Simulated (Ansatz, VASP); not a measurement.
# One calculation of Be2Cd2O, two programs

File INCAR:

```
PREC = Accurate ; ENCUT = 520
EDIFF = 1E-6 ; ISMEAR = 0
SIGMA = 0.1 ; LREAL = False
LASPH = True ; NELM = 150
ALGO = Normal ; ISIF = 2
LWAVE = False ; LCHARG = True
ISPIN = 2 ; MAGMOM = 0 0 0 0 1
LORBIT = 11 ; GGA = PE
LELF = True ; LVHAR = True
NBANDS = 29
```

File KPOINTS:

```
regular mesh
0
Gamma
  6 6 4
```

Contents of POSCAR:

```
Be2Cd2O
1.0
    3.4201602235      0.0000000000      0.0000000000
   -1.7100801118      2.9619456386      0.0000000000
    0.0000000000      0.0000000000      7.0800697718
Be Cd O
2 2 1
Direct
    0.3333333333      0.6666666667      0.5560122784
    0.6666666667      0.3333333333      0.4439877216
    0.3333333333      0.6666666667      0.1975578432
    0.6666666667      0.3333333333      0.8024421568
    0.0000000000      0.0000000000      0.0000000000
```

Input for Ansatz:

```yaml
crystal:
  lattice:
    - [3.4201602235, 0.0, 0.0]
    - [-1.7100801118, 2.9619456386, 0.0]
    - [0.0, 0.0, 7.0800697718]
  atoms:
    - { symbol: Be, position: [0.3333333333, 0.6666666667, 0.5560122784] }
    - { symbol: Be, position: [0.6666666667, 0.3333333333, 0.4439877216] }
    - { symbol: Cd, position: [0.3333333333, 0.6666666667, 0.1975578432] }
    - { symbol: Cd, position: [0.6666666667, 0.3333333333, 0.8024421568] }
    - { symbol: O, position: [0.0, 0.0, 0.0], spin: 1.0 }
basis:
  ecutwfc: 420
kpoints:
  mp_grid: { grid: [6, 6, 4] }
hamiltonian:
  xc: pbe
scf:
  occupations: { method: gaussian, width: 0.1 }
  lower_state_search: "off"
output:
  forces: true
  stress: true
  eigenvalues: true
  populations: true
magnetization:
  spin_polarized: true
```

Change from the starting cell: species swapped into the CaZn2P2 type (P-3m1, No. 164).

Alike in both runs: task single point; functional PBE; k mesh 6 × 6 × 4; occupations gaussian, width 0.1 eV; collinear spin.

```csv
,VASP,Ansatz
version,VASP 6.6.1,Ansatz 0.2.0
potentials or method,"VASP PAW PBE potentials, release 64 (Be, Cd, O), cutoff 520 eV","scalar-relativistic, plane waves, PAW"
valence electrons in the cell,34,50
```

```tsv
	VASP	Ansatz	Ansatz less VASP
gap on the k mesh at the Fermi level (eV)	none	none	-
pressure (GPa)	0.6	0.0	-0.53
traceless stress, the component that is largest in VASP (GPa)	0.10	0.04	-0.061
rms of the force components (eV/Å)	0.019	0.006	-0.0135
net moment per atom (μB)	0.00	0.00	-0.001
```

Atom by atom the forces differ by 0.017 eV/Å (rms over components). A gap of «none» marks a metal or a gap that the smearing closes. With one functional, cell and mesh, what is left measures potentials, basis and numerics. VASP's potentials hold 34 valence electrons a cell and Ansatz's 50, so a difference there can come from the potentials and not from the codes. Ansatz's warnings: seeded moment not kept.
